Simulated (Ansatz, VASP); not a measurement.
## HgC2S2N2 in VASP and in Ansatz

```
Hg C S N
1.0
     5.54190   -2.22026   -0.25540
     5.54190    2.22026   -0.25540
    -0.90426    0.00000    7.10423
Hg C S N
1 2 2 2
Direct
  0.00000 0.00000 0.00000
  0.27397 0.27397 0.20293
  0.72603 0.72603 0.79707
  0.14503 0.14503 0.29256
  0.85497 0.85497 0.70744
  0.36843 0.36843 0.14944
  0.63157 0.63157 0.85056
```

Alike in both runs: functional PBE; k mesh 2 × 2 × 2; occupations fermi-dirac, width 0.02 eV; no spin polarisation.

Ansatz relaxed the structure, and its values are those at the end. VASP's run is a single point on that final structure, the one shown.

```csv
,VASP,Ansatz
version,VASP 6.6.1,Ansatz 0.2.0
potentials or method,"VASP PAW PBE potentials, release 64 (Hg, C, S, N), cutoff 520 eV",PAW plane waves
valence electrons in the cell,42,50
```

Ansatz gave:

* gap on the k mesh at the Fermi level (eV): 2.39
* pressure (GPa): 0.0
* rms of the force components (eV/Å): 0.003

What did VASP give for the same quantities?

gap on the k mesh at the Fermi level (eV): 2.41; pressure (GPa): 0.1; rms of the force components (eV/Å): 0.194.

One of these differences is far larger than is usual between the two programs; its cause wasn't traced. The functional is the same, so the differences come from potentials, cutoffs and numerics. VASP's potentials hold 42 valence electrons a cell and Ansatz's 50, so a difference there can come from the potentials and not from the codes.

The k mesh is coarse, so the values compare programs but aren't converged. Neither program's run includes spin-orbit coupling. Noted on VASP's run: the standard files for N, O and F lose accuracy on very short bonds.
